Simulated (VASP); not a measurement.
# Ni (Im-3m) in VASP: a series of runs, part 2 of 2

VASP 6.6.1. Earlier steps stand in the parts before.

## (4) Single point, r2SCAN+D3(BJ), collinear spin, ferromagnetic start

This run uses another cell than the first one, of 10.26 Å³/atom.

File POSCAR:

```
Ni
1.0
    2.3707047797     -0.0000000131     -0.0000000227
   -0.7902349142      2.2351219056     -0.0000000227
   -0.7902349142     -1.1175609200      1.9356723698
Ni
1
Direct
    0.0000000000      0.0000000000      0.0000000000
```

File INCAR.step1:

```
SYSTEM = Ni
PREC = Accurate
ENCUT = 520
ISMEAR = -1
SIGMA = 0.1
LREAL = .False.
LASPH = .True.
NELM = 150
ISPIN = 2
MAGMOM = 1
LMAXMIX = 4
NBANDS = 15
GGA = PE
ALGO = Normal
EDIFF = 1E-4
LWAVE = .True.
LCHARG = .False.
```

File INCAR.step2:

```
SYSTEM = Ni
PREC = Accurate
ENCUT = 520
EDIFF = 1E-7
ISMEAR = -1
SIGMA = 0.1
LREAL = .False.
LASPH = .True.
NELM = 150
ALGO = Normal
ISIF = 2
LWAVE = .False.
LCHARG = .True.
ISPIN = 2
MAGMOM = 1
LORBIT = 11
LMAXMIX = 4
METAGGA = R2SCAN
LMIXTAU = .True.
IVDW = 12
VDW_S6 = 1.0
VDW_S8 = 0.78981345
VDW_A1 = 0.49484001
VDW_A2 = 5.73083694
LELF = .True.
LVHAR = .True.
NBANDS = 15
ISTART = 1
```

File KPOINTS:

```
Automatic mesh
0
Gamma
  17 17 17
  0 0 0
```

Potentials or basis: VASP PAW PBE potentials, release 64 (Ni).

Command:

```
cat potpaw_PBE.64/Ni/POTCAR > POTCAR
cp INCAR.step1 INCAR
mpirun -np 1 vasp_std > vasp.out
cp INCAR.step2 INCAR
mpirun -np 1 vasp_std > vasp.out
```

OUTCAR:

```text
SYSTEM = Ni
   PREC = Accurate
   ENCUT = 520
   EDIFF = 1E-7
   ISMEAR = -1
   LREAL = .False.
   LASPH = .True.
   NELM = 150
   ISIF = 2
   ISPIN = 2
   LORBIT = 11
   METAGGA = R2SCAN
   IVDW = 12
   ISTART = 1
 IVDW          = 12

 ion  position               nearest neighbor table
   1  0.000  0.000  0.000-

  LATTYP: Found a body centered cubic cell.
 ALAT       =     2.7374540855

  Lattice vectors:

 A1 = (   2.3707047797,  -0.0000000131,  -0.0000000227)
 A2 = (  -0.7902349142,   2.2351219056,  -0.0000000227)
 A3 = (  -0.7902349142,  -1.1175609200,   1.9356723698)

Analysis of symmetry for initial positions (statically):
=====================================================================
 Subroutine PRICEL returns:
 Original cell was already a primitive cell.

 Routine SETGRP: Setting up the symmetry group for a
 body centered cubic supercell.

 Subroutine GETGRP returns: Found 48 space group operations
 (whereof 48 operations were pure point group operations)
 out of a pool of 48 trial point group operations.

The static configuration has the point symmetry O_h .

Analysis of symmetry for dynamics (positions and initial velocities):
=====================================================================
 Subroutine PRICEL returns:
 Original cell was already a primitive cell.

 Routine SETGRP: Setting up the symmetry group for a
 body centered cubic supercell.

 Subroutine GETGRP returns: Found 48 space group operations
 (whereof 48 operations were pure point group operations)
 out of a pool of 48 trial point group operations.

The dynamic configuration has the point symmetry O_h .

Analysis of structural, dynamic, and magnetic symmetry:
=====================================================================
 Subroutine PRICEL returns:
 Original cell was already a primitive cell.

 Routine SETGRP: Setting up the symmetry group for a
 body centered cubic supercell.

 Subroutine GETGRP returns: Found 48 space group operations
 (whereof 48 operations were pure point group operations)
 out of a pool of 48 trial point group operations.

The overall configuration has the point symmetry O_h .

 Subroutine INISYM returns: Found 48 space group operations
 (whereof 48 operations are pure point group operations),
 and found     1 'primitive' translations

----------------------------------------------------------------------------------------

                                     Primitive cell

  volume of cell :      10.2568

  direct lattice vectors                    reciprocal lattice vectors
     2.370704780 -0.000000013 -0.000000023     0.421815494  0.149134298  0.258308173
    -0.790234914  2.235121906 -0.000000023     0.000000005  0.447402894  0.258308173
    -0.790234914 -1.117560920  1.935672370     0.000000005  0.000000007  0.516616359

  length of vectors
     2.370704780  2.370704780  2.370704780     0.516616359  0.516616359  0.516616359

  position of ions in fractional coordinates (direct lattice)
     0.000000000  0.000000000  0.000000000

  ion indices of the primitive-cell ions
   primitive index   ion index
                 1           1

----------------------------------------------------------------------------------------

 KPOINTS: Automatic mesh

Automatic generation of k-mesh.
 Grid dimensions read from file:
 generate k-points for:   17   17   17

 Generating k-lattice:
[... 72 lines left out ...]
   PSTRESS=    0.0 pullay stress
   NELECT =      10.0000    total number of electrons
   NUPDOWN=      -1.0000    fix difference up-down
   EMIN   =  10.00;   EMAX   =-10.00  energy-range for DOS
   EFERMI =   0.00;   METHOD = LEGACY
   ISMEAR =    -1;   SIGMA  =   0.10  broadening in eV -4-tet -1-fermi 0-gaus
   EFERMI_NEDOS =   21; number of points for ismear=-14 and -15
   IALGO  =     38    algorithm
   IMIX   =      4    mixing-type and parameters
     AMIX     =   0.40;   BMIX     =  1.00
     AMIX_MAG =   1.60;   BMIX_MAG =  1.00
  volume/ion in A,a.u.               =      10.26        69.22
  Fermi-wavevector in a.u.,A,eV,Ry     =   1.623322  3.067634 35.853720  2.635174
  Thomas-Fermi vector in A             =   2.716791
   LORBIT       =     11    0 simple, 1 ext, 2 COOP (PROOUT), +10 PAW based schemes
   METAGGA = R2SCAN    functional components
   LHFCALC =     F    Hartree Fock is set to
   AEXX    =    0.0000 exact exchange contribution
   IVDW    =    12    specifies the selected vdW correction
   LEPSILON=     F    determine dielectric tensor
   LRPA    =     F    only Hartree local field effects (RPA)
 spin polarized calculation
  energy-cutoff  :      520.00
  volume of cell :       10.26
 maximum number of plane-waves:       285
 NGX is ok and might be reduce to    18
   NGX =  9   NGY =  9   NGZ =  9

 number of electron      10.0000012 magnetization       0.6280204

 Free energy of the ion-electron system (eV)
  ---------------------------------------------------
  ext. energy  EPLUGINS =         0.00000000
  ---------------------------------------------------
  free energy    TOTEN  =       -11.84258006 eV

  energy without entropy =      -11.80115278  energy(sigma->0) =      -11.82186642

 E-fermi :   9.9763     XC(G=0): -14.7710

 val. band max:        9.9751335281   @ k =  -0.2941   0.4706   0.0588
 cond. band min:       9.9851050122   @ k =   0.4118   0.1765   0.0000
 fundamental gap:      0.0099714841
 Fermi energy:         9.9763197020

 spin component 1

 k-point     1 :       0.0000    0.0000    0.0000
  band No.  band energies     occupation
      1       0.3229      1.00000
      2       7.1769      1.00000
      3       7.1771      1.00000
      4       7.1771      1.00000
      5       8.7670      0.99999
      6       8.7670      0.99999
      7      38.0771      0.00000
      8      38.0772      0.00000
      9      38.0772      0.00000
     10      43.5201      0.00000
     11      43.5201      0.00000
     12      45.3756      0.00000
     13      45.3758      0.00000
     14      45.3758      0.00000
[... 403 lines left out ...]
      4       8.4137      1.00000
      5       8.8660      0.99998
      6       9.2127      0.99952
      7      26.2866      0.00000
      8      27.3328      0.00000
      9      33.4644      0.00000
     10      38.4622      0.00000
     11      42.1507      0.00000
     12      46.0562      0.00000
     13      49.1132      0.00000
     14      52.5952      0.00000
     15      53.0027      0.00000

 [... further k-points ...]

 spin component 2

 k-point     1 :       0.0000    0.0000    0.0000
  band No.  band energies     occupation
      1       0.1468      1.00000
      2       8.2811      1.00000
      3       8.2811      1.00000
      4       8.2813      1.00000
      5       9.4417      0.99526
      6       9.4417      0.99526
      7      38.0556      0.00000
      8      38.0556      0.00000
      9      38.0557      0.00000
     10      43.5199      0.00000
     11      43.5199      0.00000
     12      45.7702      0.00000
     13      45.7705      0.00000
     14      45.7785      0.00000
[... 403 lines left out ...]
      4       9.1998      0.99958
      5       9.6609      0.95907
      6      10.2364      0.06908
      7      26.4395      0.00000
      8      27.5331      0.00000
      9      33.6671      0.00000
     10      38.5376      0.00000
     11      42.3472      0.00000
     12      46.2694      0.00000
     13      49.5131      0.00000
     14      52.8077      0.00000
     15      54.8451      0.00000

 [... further k-points ...]

------------------------ aborting loop because EDIFF is reached ----------------------------------------

 Edisp (eV)   -0.23044

 E8    (eV) :    -0.0778

  FORCE on cell =-STRESS in cart. coord.  units (eV):
  Direction    XX          YY          ZZ          XY          YZ          ZX
  --------------------------------------------------------------------------------------
  -------------------------------------------------------------------------------------
  Total       0.27614     0.27614     0.27614     0.00000     0.00000     0.00000
  in kB      43.13511    43.13511    43.13511     0.00000     0.00000     0.00000
  external pressure =       43.14 kB  Pullay stress =        0.00 kB

 VOLUME and BASIS-vectors are now :
 -----------------------------------------------------------------------------
  energy-cutoff  :      520.00
  volume of cell :       10.26
      direct lattice vectors                 reciprocal lattice vectors
     2.370704780 -0.000000013 -0.000000023     0.421815494  0.149134298  0.258308173
    -0.790234914  2.235121906 -0.000000023     0.000000005  0.447402894  0.258308173
    -0.790234914 -1.117560920  1.935672370     0.000000005  0.000000007  0.516616359

 POSITION                                       TOTAL-FORCE (eV/Angst)
 -----------------------------------------------------------------------------------
      0.00000      0.00000      0.00000         0.000000     -0.000000      0.000000
 -----------------------------------------------------------------------------------
    total drift:                                0.000000      0.000000      0.000000

  FREE ENERGIE OF THE ION-ELECTRON SYSTEM (eV)
  ---------------------------------------------------
  free  energy   TOTEN  =       -12.0730239396 eV

  energy  without entropy=      -12.0315966517  energy(sigma->0) =      -12.05231030

 total charge

# of ion       s       p       d       tot
------------------------------------------
    1        0.532   0.559   8.371   9.462

 magnetization (x)

# of ion       s       p       d       tot
------------------------------------------
    1       -0.007  -0.030   0.677   0.640
```

It took 2.4 min on 1 thread of Intel Xeon Platinum 8488C (Sapphire Rapids), shared host; peak memory 0.16 GiB.

What came out:

```yaml
Free_energy: -12.0730 eV
Pressure: 4.3 GPa
Net_moment: 0.63 μB per cell
Site_moments: Ni +0.64 μB
Valence_electrons_inside_the_program's_atomic_spheres: Ni 9.46
Dispersion_energy_per_atom: -0.230 eV
```

Caveat: the cell stands under pressure; the PAW data sets were made with another functional, which shifts forces and pressure a little.

## (5) Summary

```tsv
cell	gap on the mesh (eV)	pressure (GPa)	moment (μB)
a = 2.358 Å, angles 109.5°, 1 atom	none	8.4	0.62
a = 2.364 Å, angles 109.5°, 1 atom	none	6.3	0.62
a = 2.371 Å, angles 109.5°, 1 atom	none	4.3	0.63
```

Alike in all rows: task single point; level r2SCAN+D3(BJ); potentials or basis VASP PAW PBE potentials, release 64 (Ni); spin collinear, ferromagnetic start; k mesh 17 × 17 × 17; cutoff (eV) 520; smearing fermi-dirac 0.1 eV.

Caveats: the cell stands under pressure; the PAW data sets were made with another functional, which shifts forces and pressure a little.

Total energies depend on the potentials used, so only differences within one code and one set of settings carry meaning.
